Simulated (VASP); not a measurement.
Wanted: the native input for a VASP 6.6.1 run.

- Task: single point
- Functional: PBEsol
- Potentials or basis: VASP PAW PBE potentials, release 64 (In_d)
- Cutoff: 520 eV
- k mesh: 18 × 18 × 18
- Occupations: gaussian, width 0.15 eV
- Spin: no spin polarisation
- Dipole correction: no
- Further INCAR settings: ALGO = Fast; EDIFF = 1e-06; NBANDS = 12

The structure of In lies in POSCAR:

```
In
1.0
   -1.9390009972      1.9390009972      1.9390009972
    1.9390009972     -1.9390009972      1.9390009972
    1.9390009972      1.9390009972     -1.9390009972
In
1
Direct
    0.0000000000      0.0000000000      0.0000000000
```

This cell differs from its parent crystal: strain +0.030 along x and y, +0.030 along z.

One way to write it, as run:

INCAR

```
ALGO = Fast
EDIFF = 1E-6
ENCUT = 520
GGA = PS
ISIF = 2
ISMEAR = 0
LASPH = T
LCHARG = F
LREAL = F
LWAVE = F
NBANDS = 12
NELM = 100
PREC = Accurate
SIGMA = 0.15
```

KPOINTS

```
k-points
0
Gamma
  18 18 18
```

Potentials or basis: VASP PAW PBE potentials, release 64 (In_d).

Run with:

```sh
$ cat potpaw_PBE.64/In_d/POTCAR > POTCAR
$ mpirun -np 1 vasp_std > vasp.out
```

Results of the run:

The pressure is -3.9 GPa.

Caveat: the cell differs from its parent crystal (strain +0.030 along x and y, +0.030 along z); the PAW data sets were made with another functional, which shifts forces and pressure a little.

It took 72 s on 1 thread of Intel Xeon 6975P-C (shared host), peak memory 0.2 GiB.
